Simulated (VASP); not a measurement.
# FeCo3 (P4/mmm) in VASP: notebook

The runs below take FeCo3 through single point, with r2SCAN.

Everything below comes from runs of VASP 6.6.1. Logs are shortened: lines on timing, memory, paths and dates and some standing lists are left out, and cuts for length are marked.

### 1 The cell of the first run

The structure is tetragonal, space group P4/mmm (No. 123). Conventional cell: a = 2.466 Å, b = 2.466 Å, c = 7.063 Å, α = 90.00°, β = 90.00°, γ = 90.00°. Fe (site symmetry 4/mmm) has 4 Fe at 2.47 Å and 8 Co at 2.50 Å within 3.3 Å. Co (site symmetry 4mm) has 8 Co at 2.46 to 2.47 Å and 4 Fe at 2.50 Å within 3.2 Å. Within 3.2 Å of Co (site symmetry 4/mmm) lie 12 Co at 2.46 to 2.47 Å.

### 2 Single point, r2SCAN, collinear spin, ferromagnetic start

POSCAR

```
FeCo3
1.0
    2.4660100000      0.0000000000      0.0000000000
    0.0000000000      2.4660100000      0.0000000000
    0.0000000000      0.0000000000      7.0634590000
Fe Co
1 3
Direct
    0.0000000000      0.0000000000      0.0000000000
    0.5000000000      0.5000000000      0.7454040000
    0.0000000000      0.0000000000      0.5000000000
    0.5000000000      0.5000000000      0.2545960000
```

INCAR.step1

```
SYSTEM = FeCo3
ALGO = Normal ; EDIFF = 1E-4
ENCUT = 520 ; GGA = PE
ISMEAR = 0 ; ISPIN = 2
LASPH = .True. ; LCHARG = .False.
LMAXMIX = 4 ; LREAL = .False.
LWAVE = .True. ; MAGMOM = 3.1 2.09 2.12 2.09
NBANDS = 30 ; NELM = 150
PREC = Accurate ; SIGMA = 0.4
```

INCAR.step2

```
SYSTEM = FeCo3
ALGO = Normal ; EDIFF = 1E-6
ENCUT = 520 ; ISIF = 2
ISMEAR = 0 ; ISPIN = 2
ISTART = 1 ; LASPH = .True.
LCHARG = .False. ; LMAXMIX = 4
LMIXTAU = .True. ; LORBIT = 11
LREAL = .False. ; LWAVE = .False.
MAGMOM = 3.1 2.09 2.12 2.09 ; METAGGA = R2SCAN
NBANDS = 30 ; NELM = 150
PREC = Accurate ; SIGMA = 0.4
```

KPOINTS

```
k-points
0
Gamma
  8 8 3
  0 0 0
```

Potentials or basis: VASP PAW PBE potentials, release 64 (Fe, Co).

Launch:

```bash
> cat potpaw_PBE.64/Fe/POTCAR potpaw_PBE.64/Co/POTCAR > POTCAR
> cp INCAR.step1 INCAR
> mpirun -np 1 vasp_std > vasp.out
> cp INCAR.step2 INCAR
> mpirun -np 1 vasp_std > vasp.out
```

OUTCAR:

```text
SYSTEM = FeCo3
   EDIFF = 1E-6
   ENCUT = 520
   ISIF = 2
   ISMEAR = 0
   ISPIN = 2
   ISTART = 1
   LASPH = .True.
   LORBIT = 11
   LREAL = .False.
   METAGGA = R2SCAN
   NELM = 150
   PREC = Accurate

 ion  position               nearest neighbor table
   1  0.000  0.000  0.000-   2 2.50   4 2.50   2 2.50   4 2.50   2 2.50   4 2.50   2 2.50   4 2.50

   2  0.500  0.500  0.745-   3 2.46   3 2.46   3 2.46   3 2.46   1 2.50   1 2.50   1 2.50   1 2.50

   3  0.000  0.000  0.500-   2 2.46   4 2.46   2 2.46   4 2.46   2 2.46   4 2.46   2 2.46   4 2.46

   4  0.500  0.500  0.255-   3 2.46   3 2.46   3 2.46   3 2.46   1 2.50   1 2.50   1 2.50   1 2.50

  LATTYP: Found a simple tetragonal cell.
 ALAT       =     2.4660100000
 C/A-ratio  =     2.8643269898

  Lattice vectors:

 A1 = (   2.4660100000,   0.0000000000,   0.0000000000)
 A2 = (   0.0000000000,   2.4660100000,   0.0000000000)
 A3 = (   0.0000000000,   0.0000000000,   7.0634590000)

Analysis of symmetry for initial positions (statically):
=====================================================================
 Subroutine PRICEL returns:
 Original cell was already a primitive cell.

 Routine SETGRP: Setting up the symmetry group for a
 simple tetragonal supercell.

 Subroutine GETGRP returns: Found 16 space group operations
 (whereof 16 operations were pure point group operations)
 out of a pool of 16 trial point group operations.

The static configuration has the point symmetry D_4h.

Analysis of symmetry for dynamics (positions and initial velocities):
=====================================================================
 Subroutine PRICEL returns:
 Original cell was already a primitive cell.

 Routine SETGRP: Setting up the symmetry group for a
 simple tetragonal supercell.

 Subroutine GETGRP returns: Found 16 space group operations
 (whereof 16 operations were pure point group operations)
 out of a pool of 16 trial point group operations.

The dynamic configuration has the point symmetry D_4h.

Analysis of structural, dynamic, and magnetic symmetry:
=====================================================================
 Subroutine PRICEL returns:
 Original cell was already a primitive cell.

 Routine SETGRP: Setting up the symmetry group for a
 simple tetragonal supercell.

 Subroutine GETGRP returns: Found 16 space group operations
 (whereof 16 operations were pure point group operations)
 out of a pool of 16 trial point group operations.

The overall configuration has the point symmetry D_4h.

 Subroutine INISYM returns: Found 16 space group operations
 (whereof 16 operations are pure point group operations),
 and found     1 'primitive' translations

----------------------------------------------------------------------------------------

                                     Primitive cell

  volume of cell :      42.9543

  direct lattice vectors                    reciprocal lattice vectors
     2.466010000  0.000000000  0.000000000     0.405513360  0.000000000  0.000000000
     0.000000000  2.466010000  0.000000000     0.000000000  0.405513360  0.000000000
     0.000000000  0.000000000  7.063459000     0.000000000  0.000000000  0.141573696

  length of vectors
     2.466010000  2.466010000  7.063459000     0.405513360  0.405513360  0.141573696

  position of ions in fractional coordinates (direct lattice)
     0.000000000  0.000000000  0.000000000
     0.500000000  0.500000000  0.745404000
     0.000000000  0.000000000  0.500000000
     0.500000000  0.500000000  0.254596000

  ion indices of the primitive-cell ions
   primitive index   ion index
                 1           1
                 2           2
                 3           3
                 4           4

----------------------------------------------------------------------------------------

 KPOINTS: k-points

Automatic generation of k-mesh.
 Grid dimensions read from file:
 generate k-points for:    8    8    3

 Generating k-lattice:

  Cartesian coordinates                     Fractional coordinates (reciprocal lattice)
     0.050689170  0.000000000  0.000000000     0.125000000  0.000000000  0.000000000
     0.000000000  0.050689170  0.000000000     0.000000000  0.125000000  0.000000000
     0.000000000  0.000000000  0.047191232     0.000000000  0.000000000  0.333333333

  Length of vectors
     0.050689170  0.050689170  0.047191232

  Shift w.r.t. Gamma in fractional coordinates (k-lattice)
     0.000000000  0.000000000  0.000000000

 Subroutine IBZKPT returns following result:
 ===========================================

 Found     30 irreducible k-points:

 Following reciprocal coordinates:
            Coordinates               Weight
  0.000000  0.000000  0.000000      1.000000
  0.125000  0.000000  0.000000      4.000000
  0.250000  0.000000  0.000000      4.000000
  0.375000  0.000000  0.000000      4.000000
  0.500000  0.000000  0.000000      2.000000
  0.125000  0.125000  0.000000      4.000000
[... 16 lines left out ...]
  0.375000  0.125000  0.333333     16.000000
  0.500000  0.125000  0.333333      8.000000
 [... further k-points ...]
   k-points           NKPTS =     30   k-points in BZ     NKDIM =     30   number of bands    NBANDS=     30
   number of dos      NEDOS =    301   number of ions     NIONS =      4
   total plane-waves  NPLWV =  17496
   dimension x,y,z NGX =    18 NGY =   18 NGZ =   54
   dimension x,y,z NGXF=    36 NGYF=   36 NGZF=  108
   ions per type =               1   3
   NGX,Y,Z   is equivalent  to a cutoff of  12.13, 12.13, 12.71 a.u.
   NGXF,Y,Z  is equivalent  to a cutoff of  24.27, 24.27, 25.42 a.u.
 SYSTEM =  FeCo3
   PREC   = accura    normal or accurate (medium, high low for compatibility)
   ISTART =      1    job   : 0-new  1-cont  2-samecut
   ICHARG =      0    charge: 1-file 2-atom 10-const
   ISPIN  =      2    spin polarized calculation?
   LNONCOLLINEAR =      F non collinear calculations
   LSORBIT =      F    spin-orbit coupling
   LASPH  =      T    aspherical Exc in radial PAW
   ENCUT  =  520.0 eV  38.22 Ry    6.18 a.u.   4.59  4.59 13.13*2*pi/ulx,y,z
   NELM   =    150;   NELMIN=  2; NELMDL=  0     # of ELM steps
   EDIFF  = 0.1E-05   stopping-criterion for ELM
   LREAL  =      F    real-space projection
   EDIFFG = 0.1E-04   stopping-criterion for IOM
   NSW    =      0    number of steps for IOM
   IBRION =     -1    ionic relax: 0-MD 1-quasi-New 2-CG
   NFREE  =      0    steps in history (QN), initial steepest desc. (CG)
   ISIF   =      2    stress and relaxation
   ISYM   =      2    0-nonsym 1-usesym 2-fastsym
   POTIM  = 0.5000    time-step for ionic-motion
   TEBEG  =    0.0;   TEEND  =   0.0 temperature during run
   PSTRESS=    0.0 pullay stress
   NELECT =      35.0000    total number of electrons
   NUPDOWN=      -1.0000    fix difference up-down
   EMIN   =  10.00;   EMAX   =-10.00  energy-range for DOS
   EFERMI =   0.00;   METHOD = LEGACY
   ISMEAR =     0;   SIGMA  =   0.40  broadening in eV -4-tet -1-fermi 0-gaus
   EFERMI_NEDOS =   21; number of points for ismear=-14 and -15
   IALGO  =     38    algorithm
   IMIX   =      4    mixing-type and parameters
     AMIX     =   0.40;   BMIX     =  1.00
     AMIX_MAG =   1.60;   BMIX_MAG =  1.00
  volume/ion in A,a.u.               =      10.74        72.47
  Fermi-wavevector in a.u.,A,eV,Ry     =   1.529074  2.889531 31.811333  2.338067
  Thomas-Fermi vector in A             =   2.636745
   LORBIT       =     11    0 simple, 1 ext, 2 COOP (PROOUT), +10 PAW based schemes
   METAGGA = R2SCAN    functional components
   LHFCALC =     F    Hartree Fock is set to
   AEXX    =    0.0000 exact exchange contribution
   IVDW    =     0    specifies the selected vdW correction
   LEPSILON=     F    determine dielectric tensor
   LRPA    =     F    only Hartree local field effects (RPA)
 spin polarized calculation
 Gauss-broadening in eV      SIGMA  =   0.40
  energy-cutoff  :      520.00
  volume of cell :       42.95
 maximum number of plane-waves:      1190
   NGX =  9   NGY =  9   NGZ = 27

 number of electron      35.0000022 magnetization       7.9689179

 Free energy of the ion-electron system (eV)
  ---------------------------------------------------
  ext. energy  EPLUGINS =         0.00000000
  ---------------------------------------------------
  free energy    TOTEN  =       -54.14958835 eV

  energy without entropy =      -53.91718937  energy(sigma->0) =      -54.03338886

 E-fermi :   9.6816     XC(G=0): -14.7023

 val. band max:        9.6737401343   @ k =   0.5000   0.2500   0.3333
 cond. band min:       9.7189375160   @ k =   0.3750   0.2500   0.3333
 fundamental gap:      0.0451973816
 Fermi energy:         9.6816050616

 spin component 1

 k-point     1 :       0.0000    0.0000    0.0000
  band No.  band energies     occupation
      1       0.0780      1.00000
      2       2.8861      1.00000
      3       2.9149      1.00000
      4       3.4436      1.00000
      5       4.2176      1.00000
      6       5.1414      1.00000
[... 757 lines left out ...]
     28      19.2482      0.00000
     29      26.3963      0.00000

 [... further k-points ...]

 spin component 2

 k-point     1 :       0.0000    0.0000    0.0000
  band No.  band energies     occupation
      1      -0.3993      1.00000
      2       2.6829      1.00000
      3       2.8440      1.00000
      4       5.4214      1.00000
      5       5.9009      1.00000
      6       6.9599      1.00000
[... 757 lines left out ...]
     28      20.2860      0.00000
     29      26.9480      0.00000

 [... further k-points ...]

 [bands above 29 left out]

------------------------ aborting loop because EDIFF is reached ----------------------------------------

  FORCE on cell =-STRESS in cart. coord.  units (eV):
  Direction    XX          YY          ZZ          XY          YZ          ZX
  --------------------------------------------------------------------------------------
  -------------------------------------------------------------------------------------
  Total        1.4993235      1.4993235      1.7083664      0.0000000     -0.0000000      0.0000000
  in kB       55.9240788     55.9240788     63.7212840      0.0000000     -0.0000000      0.0000000
  external PRESSURE =      58.5231472 kB  Pullay stress =       0.0000000 kB

 VOLUME and BASIS-vectors are now :
 -----------------------------------------------------------------------------
  energy-cutoff  :      520.00
  volume of cell :       42.95
      direct lattice vectors                 reciprocal lattice vectors
     2.466010000  0.000000000  0.000000000     0.405513360  0.000000000  0.000000000
     0.000000000  2.466010000  0.000000000     0.000000000  0.405513360  0.000000000
     0.000000000  0.000000000  7.063459000     0.000000000  0.000000000  0.141573696

 POSITION                                       TOTAL-FORCE (eV/Angst)
 -----------------------------------------------------------------------------------
      0.00000      0.00000      0.00000         0.000000      0.000000      0.000000
      1.23300      1.23300      5.26513         0.000000      0.000000     -0.354606
      0.00000      0.00000      3.53173         0.000000      0.000000      0.000000
      1.23300      1.23300      1.79833         0.000000      0.000000      0.354606
 -----------------------------------------------------------------------------------
    total drift:                                0.000000      0.000000      0.000000

  FREE ENERGIE OF THE ION-ELECTRON SYSTEM (eV)
  ---------------------------------------------------
  free  energy   TOTEN  =       -54.1495883546 eV

  energy  without entropy=      -53.9171893709  energy(sigma->0) =      -54.03338886

 total charge

# of ion       s       p       d       tot
------------------------------------------
    1        0.502   0.583   6.206   7.291
    2        0.524   0.586   7.243   8.353
    3        0.524   0.588   7.238   8.351
    4        0.524   0.586   7.243   8.353
--------------------------------------------------
tot          2.073   2.343  27.931  32.347

 magnetization (x)

# of ion       s       p       d       tot
------------------------------------------
    1        0.001  -0.069   2.814   2.747
    2       -0.013  -0.076   1.880   1.790
    3       -0.007  -0.068   1.905   1.830
    4       -0.013  -0.076   1.880   1.790
--------------------------------------------------
tot         -0.033  -0.290   8.479   8.157
```

Run time: 2.5 min. Hardware: 1 thread of Intel Xeon 6975P-C (Granite Rapids), shared host; peak memory 0.2 GiB.

Results:

```
Free energy                                           : -54.1496 eV
Pressure                                              : 5.9 GPa
Largest force                                         : 0.355 eV/Å
Net moment                                            : 7.97 μB per cell
Site moments                                          : Fe +2.75; Co +1.79, +1.83 (each value once) μB
Valence electrons inside the program's atomic spheres : Fe 7.29; Co 8.35
```

Forces in eV/Å, atoms in the order of the input:
```
Fe   0.000  0.000  0.000
Co   0.000  0.000 -0.355
Co   0.000  0.000  0.000
Co   0.000  0.000  0.355
```

Stress tensor (GPa, compression positive):
```
5.59 0.00 0.00
0.00 5.59 0.00
0.00 0.00 6.37
```

Levels at points of the mesh, in eV from the Fermi level:
Spin up:
| k point | band 17 | band 18 | band 19 | band 20 | band 21 | band 22 | band 23 | band 24 | band 25 | band 26 |
| --- | --- | --- | --- | --- | --- | --- | --- | --- | --- | --- |
| (0.00, 0.00, 0.00) | -2.39 | -2.39 | -2.25 | -2.08 | -1.68 | -1.11 | -1.11 | 2.24 | 9.44 | 15.59 |
| (0.50, 0.00, 0.00) | -1.52 | -1.50 | -1.46 | -1.42 | -0.56 | -0.47 | 0.58 | 0.76 | 6.11 | 6.28 |
| (0.50, 0.50, 0.00) | -1.16 | -1.14 | -1.14 | -0.69 | 2.54 | 2.54 | 8.06 | 8.06 | 8.13 | 8.13 |
Spin down:
```
           k point  band 10  band 11  band 12  band 13  band 14  band 15  band 16  band 17  band 18  band 19
(0.00, 0.00, 0.00)    -1.05    -0.37    -0.25    -0.25     0.06     0.32     0.32     0.91     1.15     1.32
(0.50, 0.00, 0.00)    -1.01    -0.95    -0.93    -0.93    -0.53     0.04     0.18     0.64     0.66     1.57
(0.50, 0.50, 0.00)    -2.12     0.60     1.01     1.25     1.28     1.28     1.69     1.69     1.97     2.30
```

Caveat: the cell stands under pressure; so wide a smearing shifts energies and pressures; the PAW data sets were made with another functional, which shifts forces and pressure a little.

[end of part 1 of 2]
